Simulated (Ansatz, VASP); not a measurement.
One calculation of P2Pb, two programs

```
CELL_PARAMETERS angstrom
5.29521 0.00000 0.00000
0.00000 6.73437 0.00000
0.00000 0.00000 4.30758
ATOMIC_POSITIONS crystal
P 0.15755 0.41007 0.00000
P 0.84245 0.58993 0.00000
P 0.65755 0.08993 0.50000
P 0.34245 0.91007 0.50000
Pb 0.00000 0.00000 0.00000
Pb 0.50000 0.50000 0.50000
```

Alike in both runs: functional r2SCAN; k mesh 4 × 4 × 4; occupations gaussian, width 0.1 eV; no spin polarisation.

Ansatz relaxed the structure, and its values are those at the end. VASP's run is a single point on that final structure, the one shown.

|  | VASP | Ansatz |
| --- | --- | --- |
| version | VASP 6.6.1 | Ansatz 0.2.0 |
| potentials or method | VASP PAW PBE potentials, release 64 (P, Pb_d), cutoff 520 eV | scalar-relativistic, plane waves, PAW |
| valence electrons in the cell | 48 | 48 |

```tsv
	VASP	Ansatz	Ansatz less VASP
gap on the k mesh at the Fermi level (eV)	none	none	-
pressure (GPa)	-0.2	0.0	+0.20
rms of the force components (eV/Å)	0.060	0.002	-0.0578
```

VASP's potentials were made for PBE, not for r2SCAN. A gap of «none» marks a metal or a gap that the smearing closes.

The k mesh is coarse, so the values compare programs but aren't converged. Spin-orbit coupling is off throughout.
